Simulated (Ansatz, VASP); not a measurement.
# HfSiO4: VASP beside Ansatz

Contents of POSCAR:

```
HfSiO4
1.0
   -3.2908231527      3.2908231527      3.0753420139
    3.2908231527     -3.2908231527      3.0753420139
    3.2908231527      3.2908231527     -3.0753420139
Hf Si O
2 2 8
Direct
    0.0000000000      0.0000000000      0.0000000000
    0.7500000000      0.2500000000      0.5000000000
    0.2500000000      0.7500000000      0.5000000000
    0.5000000000      0.5000000000      0.0000000000
    0.1366417618      0.3212350672      0.8154066946
    0.0712350672      0.7558283725      0.6845933054
    0.0712350672      0.3866417618      0.3154066946
    0.5058283725      0.3212350672      0.1845933054
    0.6787649328      0.4941716275      0.8154066946
    0.6133582382      0.9287649328      0.6845933054
    0.2441716275      0.9287649328      0.3154066946
    0.6787649328      0.8633582382      0.1845933054
```

The input INCAR.step1:

```
PREC = Accurate
ENCUT = 520
ISMEAR = 0
SIGMA = 0.01
LREAL = False
LASPH = True
NELM = 80
NBANDS = 50
GGA = PE
ALGO = Normal
EDIFF = 1E-4
LWAVE = True
LCHARG = False
```

Contents of INCAR.step2:

```
PREC = Accurate
ENCUT = 520
EDIFF = 1E-7
ISMEAR = 0
SIGMA = 0.01
LREAL = False
LASPH = True
NELM = 80
ALGO = Normal
ISIF = 2
LWAVE = False
LCHARG = True
METAGGA = R2SCAN
LMIXTAU = True
LELF = True
LVHAR = True
NBANDS = 50
ISTART = 1
```

KPOINTS

```
Automatic mesh
0
Gamma
  6 6 6
```

Input for Ansatz:

```yaml
crystal:
  lattice:
    - [-3.2908231527, 3.2908231527, 3.0753420139]
    - [3.2908231527, -3.2908231527, 3.0753420139]
    - [3.2908231527, 3.2908231527, -3.0753420139]
  atoms:
    - { symbol: Hf, position: [0.0, 0.0, 0.0] }
    - { symbol: Hf, position: [0.75, 0.25, 0.5] }
    - { symbol: Si, position: [0.25, 0.75, 0.5] }
    - { symbol: Si, position: [0.5, 0.5, 0.0] }
    - { symbol: O, position: [0.1366417618, 0.3212350672, 0.8154066946] }
    - { symbol: O, position: [0.0712350672, 0.7558283725, 0.6845933054] }
    - { symbol: O, position: [0.0712350672, 0.3866417618, 0.3154066946] }
    - { symbol: O, position: [0.5058283725, 0.3212350672, 0.1845933054] }
    - { symbol: O, position: [0.6787649328, 0.4941716275, 0.8154066946] }
    - { symbol: O, position: [0.6133582382, 0.9287649328, 0.6845933054] }
    - { symbol: O, position: [0.2441716275, 0.9287649328, 0.3154066946] }
    - { symbol: O, position: [0.6787649328, 0.8633582382, 0.1845933054] }
kpoints:
  mp_grid: { grid: [6, 6, 6] }
  band_path:
    path:
      - [0.0, 0.0, 0.0]
      - [0.0, 0.0, 0.5]
      - [-0.5, 0.5, 0.5]
      - [0.4557990254, 0.4557990254, -0.4557990254]
      - [-0.4557990254, 0.5442009746, 0.4557990254]
      - [0.25, 0.25, 0.25]
      - [0.0, 0.5, 0.0]
      - [0.1666666667, 0.1666666667, 0.1666666667]
      - [0.0, 0.0, 0.453125]
    npoints: 1
hamiltonian:
  xc: r2scan
scf:
  occupations: { method: fixed }
  n_extra_bands: 7
output:
  forces: true
  stress: true
  eigenvalues: true
```

Change from the starting cell: uniaxial_z strain +3.0%.

Alike in both runs: task single point; functional r2SCAN; k mesh 6 × 6 × 6; no spin polarisation.

|  | VASP | Ansatz |
| --- | --- | --- |
| version | VASP 6.6.1 | Ansatz 0.2.0 |
| potentials or method | VASP PAW PBE potentials, release 64 (Hf_pv, Si, O) | plane waves, PAW |
| plane-wave cutoff (eV) | 520 | 500 |
| occupations | gaussian, width 0.01 eV | fixed |
| valence electrons in the cell | 76 | 108 |

VASP gave:

```
gap on the k mesh at the Fermi level (eV)                     : 5.79
pressure (GPa)                                                : -9.1
traceless stress, the component that is largest in VASP (GPa) : -5.47
rms of the force components (eV/Å)                            : 0.100
```

Problem. Estimate Ansatz's values.

Solution. gap on the k mesh at the Fermi level (eV): 5.84; pressure (GPa): -7.4; traceless stress, the component that is largest in VASP (GPa): -5.94; rms of the force components (eV/Å): 0.000.

VASP's potentials were made for PBE, not for r2SCAN. Atom by atom the forces differ by 0.100 eV/Å (rms over components). VASP's potentials hold 76 valence electrons a cell and Ansatz's 108, so a difference there can come from the potentials and not from the codes.

Neither program's run includes spin-orbit coupling.
